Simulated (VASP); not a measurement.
# GaN (I-4m2) in VASP: further runs, part 2 of 2

VASP 6.6.1. Earlier steps stand in the parts before.

### 4 Single point, PBE

This run uses another cell than the first one, of the same volume but with other edges.

File INCAR:

```
  PREC = Accurate
  ENCUT = 520
  EDIFF = 1E-6
  ISMEAR = 0
  SIGMA = 0.05
  LREAL = False
  LASPH = True
  NELM = 60
  ALGO = Normal
  ISIF = 2
  LWAVE = False
  LCHARG = False
  GGA = PE
  NBANDS = 16
```

File KPOINTS:

```
regular mesh
0
Gamma
  12 12 12
```

File POSCAR:

```
GaN
1.0
    0.0000000000      2.4480830405      1.9095047716
    2.4480830405      0.0000000000      1.9095047716
    2.4480830405      2.4480830405      0.0000000000
Ga N
1 1
Direct
    0.0000000000      0.0000000000      0.0000000000
    0.7500000000      0.7500000000      0.7500000000
```

Potentials or basis: VASP PAW PBE potentials, release 64 (Ga_d, N).

The run is started by

```console
cat potpaw_PBE.64/Ga_d/POTCAR potpaw_PBE.64/N/POTCAR > POTCAR
mpirun -np 1 vasp_std > vasp.out
```

OUTCAR:

```text
PREC = Accurate
   ENCUT = 520
   EDIFF = 1E-6
   ISMEAR = 0
   LREAL = False
   LASPH = True
   NELM = 60
   ISIF = 2
   GGA = PE

 ion  position               nearest neighbor table
   1  0.000  0.000  0.000-   2 1.98   2 1.98   2 1.98   2 1.98
   2  0.750  0.750  0.750-   1 1.98   1 1.98   1 1.98   1 1.98

  LATTYP: Found a body centered tetragonal cell.
 ALAT       =     3.4621122377
 C/A-ratio  =     1.1030865787

  Lattice vectors:

 A1 = (   0.0000000000,  -2.4480830405,  -1.9095047716)
 A2 = (   0.0000000000,   2.4480830405,  -1.9095047716)
 A3 = (   2.4480830405,   0.0000000000,   1.9095047716)

Analysis of symmetry for initial positions (statically):
=====================================================================
 Subroutine PRICEL returns:
 Original cell was already a primitive cell.

 Routine SETGRP: Setting up the symmetry group for a
 body centered tetragonal supercell.

 Subroutine GETGRP returns: Found  8 space group operations
 (whereof  8 operations were pure point group operations)
 out of a pool of 16 trial point group operations.

[... 155 lines left out ...]
  ---------------------------------------------------
  ext. energy  EPLUGINS =         0.00000000
  ---------------------------------------------------
  free energy    TOTEN  =       -11.89464084 eV

  energy without entropy =      -11.89464084  energy(sigma->0) =      -11.89464084

 E-fermi :   6.0950     XC(G=0): -11.7330

 val. band max:        5.7998881885   @ k =   0.0000   0.0000   0.0000
 cond. band min:       6.8755202570   @ k =   0.0000   0.0000   0.0000
 fundamental gap:      1.0756320685
 Fermi energy:         6.0949781782

 k-point     1 :       0.0000    0.0000    0.0000
  band No.  band energies     occupation
      1     -10.5415      2.00000
      2      -8.2742      2.00000
      3      -8.2742      2.00000
      4      -8.0807      2.00000
      5      -7.9675      2.00000
      6      -7.9507      2.00000
[... 433 lines left out ...]
      3      -8.1046      2.00000
      4      -8.0198      2.00000
      5      -7.8545      2.00000
      6      -6.5148      2.00000
[... 8 lines left out ...]
     15      24.1712      0.00000
     16      25.4433      0.00000

 [... further k-points ...]
[... 5 lines left out ...]
  --------------------------------------------------------------------------------------
  -------------------------------------------------------------------------------------
  Total       -0.7517791     -0.7517791      1.8601332      0.0000000      0.0000000     -0.0000000
  in kB      -52.6256924    -52.6256924    130.2121720      0.0000000      0.0000000     -0.0000000
  external PRESSURE =       8.3202624 kB  Pullay stress =       0.0000000 kB

 VOLUME and BASIS-vectors are now :
 -----------------------------------------------------------------------------
  energy-cutoff  :      520.00
  volume of cell :       22.89
      direct lattice vectors                 reciprocal lattice vectors
     0.000000000  2.448083040  1.909504772    -0.204241438  0.204241438  0.261847997
     2.448083040  0.000000000  1.909504772     0.204241438 -0.204241438  0.261847997
     2.448083040  2.448083040  0.000000000     0.204241438  0.204241438 -0.261847997

 POSITION                                       TOTAL-FORCE (eV/Angst)
 -----------------------------------------------------------------------------------
      0.00000      0.00000      0.00000        -0.000000     -0.000000     -0.000000
      3.67212      3.67212      2.86426         0.000000      0.000000      0.000000
 -----------------------------------------------------------------------------------
    total drift:                               -0.000002     -0.000002     -0.000007

  FREE ENERGIE OF THE ION-ELECTRON SYSTEM (eV)
  ---------------------------------------------------
  free  energy   TOTEN  =       -11.8946408441 eV

  energy  without entropy=      -11.8946408441  energy(sigma->0) =      -11.89464084
```

OSZICAR:

```text
N       E                     dE             d eps       ncg     rms          rms(c)
DAV:   1     0.804361132819E+02    0.80436E+02   -0.93229E+03  5880   0.201E+03
DAV:   2    -0.828484682920E+01   -0.88721E+02   -0.82703E+02  6064   0.325E+02
DAV:   3    -0.138049748822E+02   -0.55201E+01   -0.54981E+01  6008   0.690E+01
DAV:   4    -0.138663939418E+02   -0.61419E-01   -0.61413E-01  6408   0.786E+00
DAV:   5    -0.138672028037E+02   -0.80886E-03   -0.80886E-03  6144   0.801E-01    0.763E+00
DAV:   6    -0.119031374005E+02    0.19641E+01   -0.49667E+00  7808   0.396E+01    0.266E+00
DAV:   7    -0.119051963810E+02   -0.20590E-02   -0.30392E-01  5536   0.655E+00    0.174E+00
DAV:   8    -0.118986738189E+02    0.65226E-02   -0.62886E-02  5640   0.331E+00    0.806E-01
DAV:   9    -0.118944002181E+02    0.42736E-02   -0.13976E-02  7544   0.255E+00    0.205E-01
DAV:  10    -0.118947016815E+02   -0.30146E-03   -0.13998E-03  5688   0.465E-01    0.107E-01
DAV:  11    -0.118946371316E+02    0.64550E-04   -0.20177E-04  7360   0.209E-01    0.590E-03
DAV:  12    -0.118946409738E+02   -0.38422E-05   -0.19122E-05  5952   0.463E-02    0.622E-03
DAV:  13    -0.118946408441E+02    0.12968E-06   -0.49138E-07  3976   0.116E-02
   1 F= -.11894641E+02 E0= -.11894641E+02  d E =-.121853E-19
```

stdout:

```text
POSCAR found type information on POSCAR GaN
 POSCAR found :  2 types and       2 ions
 scaLAPACK will be used
 LDA part: xc-table for (Slater+PW92), standard interpolation
 POSCAR, INCAR and KPOINTS ok, starting setup
 FFT: planning ... GRIDC
 FFT: planning ... GRID_SOFT
 FFT: planning ... GRID
 WAVECAR not read
 entering main loop
```

Wall time 19 s (1 thread of Intel Xeon 6975P-C (Granite Rapids), shared host); peak memory 0.18 GiB.

Results:

```
Free energy            : -11.8946 eV
Pressure               : 0.8 GPa
Band gap on the k mesh : 1.08 eV, direct
```

Stress tensor (GPa, compression positive):
```
-5.26  0.00  0.00
 0.00 -5.26  0.00
 0.00  0.00 13.02
```

### 5 The runs side by side

| cell | gap on the mesh (eV) | pressure (GPa) |
| --- | --- | --- |
| a = 3.122, b = 3.122, c = 3.364 Å, angles 57.4, 57.4, 65.2°, 2 atoms | 1.29 | 3.2 |
| a = 3.313, b = 3.313, c = 2.999 Å, angles 63.1, 63.1, 53.8°, 2 atoms | 1.14 | 3.2 |
| a = 3.105, b = 3.105, c = 3.462 Å, angles 56.1, 56.1, 67.8°, 2 atoms | 1.08 | 0.8 |

Alike in all rows: task single point; level PBE; potentials or basis VASP PAW PBE potentials, release 64 (Ga_d, N); no spin polarisation; k mesh 12 × 12 × 12; cutoff (eV) 520; smearing gaussian 0.05 eV.

Total energies depend on the potentials used, so only differences within one code and one set of settings carry meaning.
